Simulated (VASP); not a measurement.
# SiC (F-43m) in VASP: vibrations by perturbation theory with PBEsol

Aim: the vibrations by perturbation theory of SiC with PBEsol.

Everything below comes from runs of VASP 6.6.1. Logs are shortened: lines on timing, memory, paths and dates and some standing lists are left out, and cuts for length are marked.

## (1) The cell of the first run

It takes space group F-43m (No. 216, cubic). The conventional cell has a = 4.357 Å, b = 4.357 Å, c = 4.357 Å, α = 90.00°, β = 90.00°, γ = 90.00°. Si (site symmetry -43m) has 4 C at 1.89 Å within 2.5 Å. Within 2.5 Å of C (site symmetry -43m) lie 4 Si at 1.89 Å.

## (2) Vibrations by perturbation theory, PBEsol

INCAR

```
PREC = Accurate ; ENCUT = 520
EDIFF = 1E-8 ; ISMEAR = 0
SIGMA = 0.01 ; LREAL = F
LASPH = T ; NELM = 80
ALGO = Normal ; ISIF = 2
LWAVE = F ; LCHARG = F
GGA = PS ; NBANDS = 11
IBRION = 8 ; NSW = 1
LEPSILON = T
```

KPOINTS

```
regular mesh
0
Gamma
  8 8 8
```

POSCAR

```
SiC
1.0
    0.0000000000      2.1783973946      2.1783973946
    2.1783973946      0.0000000000      2.1783973946
    2.1783973946      2.1783973946      0.0000000000
Si C
1 1
Direct
    0.2500000000      0.2500000000      0.2500000000
    0.0000000000      0.0000000000      0.0000000000
```

Potentials or basis: VASP PAW PBE potentials, release 64 (Si, C).

The run is started by

```console
$ cat potpaw_PBE.64/Si/POTCAR potpaw_PBE.64/C/POTCAR > POTCAR
$ mpirun -np 1 vasp_std > vasp.out
```

OUTCAR:

```text
PREC = Accurate
   ENCUT = 520
   EDIFF = 1E-8
   ISMEAR = 0
   LREAL = F
   LASPH = T
   NELM = 80
   ISIF = 2
   GGA = PS
   IBRION = 8
   NSW = 1
   LEPSILON = T

 ion  position               nearest neighbor table
   1  0.250  0.250  0.250-   2 1.89   2 1.89   2 1.89   2 1.89
   2  0.000  0.000  0.000-   1 1.89   1 1.89   1 1.89   1 1.89

  LATTYP: Found a face centered cubic cell.
 ALAT       =     4.3567947892

  Lattice vectors:

 A1 = (   0.0000000000,   2.1783973946,   2.1783973946)
 A2 = (   2.1783973946,   0.0000000000,   2.1783973946)
 A3 = (   2.1783973946,   2.1783973946,   0.0000000000)

Analysis of symmetry for initial positions (statically):
=====================================================================
 Subroutine PRICEL returns:
 Original cell was already a primitive cell.

 Routine SETGRP: Setting up the symmetry group for a
 face centered cubic supercell.

 Subroutine GETGRP returns: Found 24 space group operations
 (whereof 24 operations were pure point group operations)
 out of a pool of 48 trial point group operations.

The static configuration has the point symmetry T_d .

Analysis of symmetry for dynamics (positions and initial velocities):
=====================================================================
 Subroutine PRICEL returns:
 Original cell was already a primitive cell.

 Routine SETGRP: Setting up the symmetry group for a
 face centered cubic supercell.

 Subroutine GETGRP returns: Found 24 space group operations
 (whereof 24 operations were pure point group operations)
 out of a pool of 48 trial point group operations.

The dynamic configuration has the point symmetry T_d .

 Subroutine INISYM returns: Found 24 space group operations
 (whereof 24 operations are pure point group operations),
 and found     1 'primitive' translations

----------------------------------------------------------------------------------------

                                     Primitive cell

  volume of cell :      20.6748

  direct lattice vectors                    reciprocal lattice vectors
     0.000000000  2.178397395  2.178397395    -0.229526532  0.229526532  0.229526532
     2.178397395  0.000000000  2.178397395     0.229526532 -0.229526532  0.229526532
     2.178397395  2.178397395  0.000000000     0.229526532  0.229526532 -0.229526532

  length of vectors
     3.080719140  3.080719140  3.080719140     0.397551616  0.397551616  0.397551616

  position of ions in fractional coordinates (direct lattice)
     0.250000000  0.250000000  0.250000000
     0.000000000  0.000000000  0.000000000

  ion indices of the primitive-cell ions
   primitive index   ion index
                 1           1
                 2           2

----------------------------------------------------------------------------------------

 KPOINTS: regular mesh

Automatic generation of k-mesh.
 Grid dimensions read from file:
 generate k-points for:    8    8    8

 Generating k-lattice:

  Cartesian coordinates                     Fractional coordinates (reciprocal lattice)
    -0.028690817  0.028690817  0.028690817     0.125000000  0.000000000  0.000000000
     0.028690817 -0.028690817  0.028690817     0.000000000  0.125000000  0.000000000
     0.028690817  0.028690817 -0.028690817     0.000000000  0.000000000  0.125000000

  Length of vectors
     0.049693952  0.049693952  0.049693952

  Shift w.r.t. Gamma in fractional coordinates (k-lattice)
     0.000000000  0.000000000  0.000000000

 Subroutine IBZKPT returns following result:
 ===========================================

 Found     29 irreducible k-points:

 Following reciprocal coordinates:
            Coordinates               Weight
  0.000000  0.000000  0.000000      1.000000
  0.125000  0.000000  0.000000      8.000000
  0.250000  0.000000  0.000000      8.000000
[... 439 lines left out ...]
      direct lattice vectors                 reciprocal lattice vectors
     0.000000000  2.178397395  2.178397395    -0.229526532  0.229526532  0.229526532
     2.178397395  0.000000000  2.178397395     0.229526532 -0.229526532  0.229526532
     2.178397395  2.178397395  0.000000000     0.229526532  0.229526532 -0.229526532

 POSITION                                       TOTAL-FORCE (eV/Angst)
 -----------------------------------------------------------------------------------
      1.08920      1.08920      1.08920         0.000000     -0.000000     -0.000000
      0.00000      0.00000      0.00000        -0.000000      0.000000      0.000000
 -----------------------------------------------------------------------------------
    total drift:                               -0.000000     -0.000000     -0.000000

  FREE ENERGIE OF THE ION-ELECTRON SYSTEM (eV)
  ---------------------------------------------------
  free  energy   TOTEN  =       -15.9138047305 eV

  energy  without entropy=      -15.9138047305  energy(sigma->0) =      -15.91380473

 HEAD OF MICROSCOPIC STATIC DIELECTRIC TENSOR (INDEPENDENT PARTICLE, excluding Hartree and local field effects)
 ------------------------------------------------------
           7.525574     0.000000     0.000000
           0.000000     7.525574     0.000000
           0.000000     0.000000     7.525574
 ------------------------------------------------------

 Free energy of the ion-electron system (eV)
  ---------------------------------------------------
  ---------------------------------------------------
  free energy    TOTEN  =        -0.37910664 eV

  energy without entropy =       -0.37910664

------------------------ aborting loop because EDIFF is reached ----------------------------------------

--------------------------------------- Ionic step        2  -------------------------------------------

------------------------ aborting loop because EDIFF is reached ----------------------------------------

--------------------------------------- Ionic step        3  -------------------------------------------

------------------------ aborting loop because EDIFF is reached ----------------------------------------

 PIEZOELECTRIC TENSOR FIELD DIRECTION 3  (e Angst)
 -----------------------------------------------------------------------------
    -0.00051  1.28401  0.00000           ( -0.00000  0.05426  0.00000)
     1.28401 -0.00051  0.00000           (  0.05426 -0.00000  0.00000)
     0.00000  0.00000  0.00056           (  0.00000  0.00000 -0.00000)

 PIEZOELECTRIC TENSOR FIELD DIRECTION 3  (C/m^2)
 -----------------------------------------------------------------------------
    -0.00040  0.99503  0.00000
     0.99503 -0.00040  0.00000
     0.00000  0.00000  0.00044

--------------------------------------- Ionic step        4  -------------------------------------------

------------------------ aborting loop because EDIFF is reached ----------------------------------------

[... ionic steps 5 to 6 ...]

--------------------------------------- Ionic step        7  -------------------------------------------

 Free energy of the ion-electron system (eV)
  ---------------------------------------------------
  ---------------------------------------------------
  free energy    TOTEN  =        -0.12448522 eV

  energy without entropy =       -0.12448522

------------------------ aborting loop because EDIFF is reached ----------------------------------------

 INTERNAL STRAIN TENSOR  FOR ION    2  DIRECTION 1   (eV/Angst):
 -----------------------------------------------------------------------------
    -0.00325  0.00000  0.00000
     0.00000  0.00100  8.52930
     0.00000  8.52930  0.00100

 MACROSCOPIC STATIC DIELECTRIC TENSOR (including local field effects in DFT)
 ------------------------------------------------------
           7.230219    -0.000000    -0.000000
          -0.000000     7.230219    -0.000000
          -0.000000     0.000000     7.230219
 ------------------------------------------------------

 PIEZOELECTRIC TENSOR (including local field effects)  for field in x, y, z        (e  Angst)
          XX          YY          ZZ          XY          YZ          ZX
  --------------------------------------------------------------------------------
  x     0.00000    -0.00000    -0.00000     0.00000     1.28056     0.00000
  y     0.00000    -0.00000     0.00000     0.00000     0.00000     1.28056
  z    -0.00000     0.00000     0.00000     1.28056     0.00000     0.00000

 PIEZOELECTRIC TENSOR (including local field effects)  for field in x, y, z        (C/m^2)
          XX          YY          ZZ          XY          YZ          ZX
  --------------------------------------------------------------------------------
  x     0.00000    -0.00000    -0.00000     0.00000     0.99236     0.00000
  y     0.00000    -0.00000     0.00000     0.00000     0.00000     0.99236
  z    -0.00000     0.00000     0.00000     0.99236     0.00000     0.00000

 BORN EFFECTIVE CHARGES (including local field effects) (in |e|, cummulative output)
 ---------------------------------------------------------------------------------
 ion    1
    1     2.71141     0.00000     0.00000
    2    -0.00000     2.71141    -0.00000
    3     0.00000    -0.00000     2.71141
 ion    2
    1    -2.71141    -0.00000    -0.00000
    2     0.00000    -2.71141     0.00000
    3    -0.00000     0.00000    -2.71141

 INTERNAL STRAIN TENSOR FOR ION    2 for displacements in x,y,z  (eV/Angst):
          X           Y           Z          XY          YZ          ZX
  --------------------------------------------------------------------------------
  x    -0.00000     0.00000     0.00000     0.00000     8.52930     0.00000
  y     0.00000    -0.00000     0.00000     0.00000     0.00000     8.52930
  z     0.00000     0.00000    -0.00000     8.52930     0.00000     0.00000

 SECOND DERIVATIVES (NOT SYMMETRIZED)
 ------------------------------------
               1X          1Y          1Z          2X          2Y          2Z
  1X   -19.209951    0.000000    0.000000   19.209951    0.000000    0.000000
  1Y     0.000000  -19.209951    0.000000    0.000000   19.209951    0.000000
  1Z     0.000000    0.000000  -19.209951    0.000000    0.000000   19.209951
  2X    19.208528    0.000000    0.000000  -19.208528    0.000000    0.000000
  2Y     0.000000   19.208528    0.000000    0.000000  -19.208528    0.000000
  2Z     0.000000    0.000000   19.208528    0.000000    0.000000  -19.208528

 Eigenvectors and eigenvalues of the dynamical matrix
 ----------------------------------------------------

   1 f  =   23.622525 THz   148.424700 2PiTHz  787.962610 cm-1    97.694868 meV
             X         Y         Z           dx          dy          dz
      1.089199  1.089199  1.089199     0.000000    0.000000   -0.547331
      0.000000  0.000000  0.000000     0.000000    0.000000    0.836916
[... 21 lines left out ...]
   6 f/i=    0.000401 THz     0.002518 2PiTHz    0.013368 cm-1     0.001657 meV
             X         Y         Z           dx          dy          dz
      1.089199  1.089199  1.089199     0.259383   -0.795706    0.000000
      0.000000  0.000000  0.000000     0.169633   -0.520381    0.000000

--------------------------------------------------------------------------------------------------------

 MACROSCOPIC STATIC DIELECTRIC TENSOR IONIC CONTRIBUTION
 ------------------------------------------------------
           3.349704     0.000000     0.000000
           0.000000     3.349704    -0.000000
           0.000000    -0.000000     3.349704
 ------------------------------------------------------

 ELASTIC MODULI CONTR FROM IONIC RELAXATION (kBar)
 Direction    XX          YY          ZZ          XY          YZ          ZX
 --------------------------------------------------------------------------------
 XX          -0.0000      0.0000      0.0000      0.0000      0.0000      0.0000
 YY           0.0000     -0.0000      0.0000      0.0000      0.0000      0.0000
 ZZ           0.0000      0.0000     -0.0000      0.0000      0.0000      0.0000
 XY           0.0000      0.0000      0.0000   -269.2299      0.0000      0.0000
 YZ           0.0000      0.0000      0.0000      0.0000   -269.2299      0.0000
 ZX           0.0000      0.0000      0.0000      0.0000      0.0000   -269.2299
 --------------------------------------------------------------------------------

 PIEZOELECTRIC TENSOR IONIC CONTR  for field in x, y, z        (C/m^2)
          XX          YY          ZZ          XY          YZ          ZX
  --------------------------------------------------------------------------------
  x     0.00000     0.00000     0.00000    -0.00000    -0.89359    -0.00000
  y    -0.00000     0.00000    -0.00000     0.00000     0.00000    -0.89359
  z     0.00000    -0.00000     0.00000    -0.89359    -0.00000     0.00000
```

Run time: 3.5 min. Hardware: 1 thread of Intel Xeon 6975P-C, shared host; peak memory 0.18 GiB.

What came out:

| Quantity | Value |
| --- | --- |
| Electronic dielectric tensor (diagonal) | 7.23 |
| Born charges (mean of the diagonal) | Si +2.71; C -2.71 e |
| Highest phonon frequency at Γ, LO-TO splitting left out | 788 cm⁻¹ |

Phonon frequencies in cm⁻¹ (negative: imaginary):
| q point | frequencies |
| --- | --- |
| (0.000, 0.000, 0.000) | 0 0 0 788 788 788 |

Electronic dielectric tensor:
```
7.23 0.00 0.00
0.00 7.23 0.00
0.00 0.00 7.23
```

Born effective charge tensors (e):
atom 1, Si
```
2.71 0.00 0.00
0.00 2.71 0.00
0.00 0.00 2.71
```
atom 2, C
```
-2.71  0.00  0.00
 0.00 -2.71  0.00
 0.00  0.00 -2.71
```
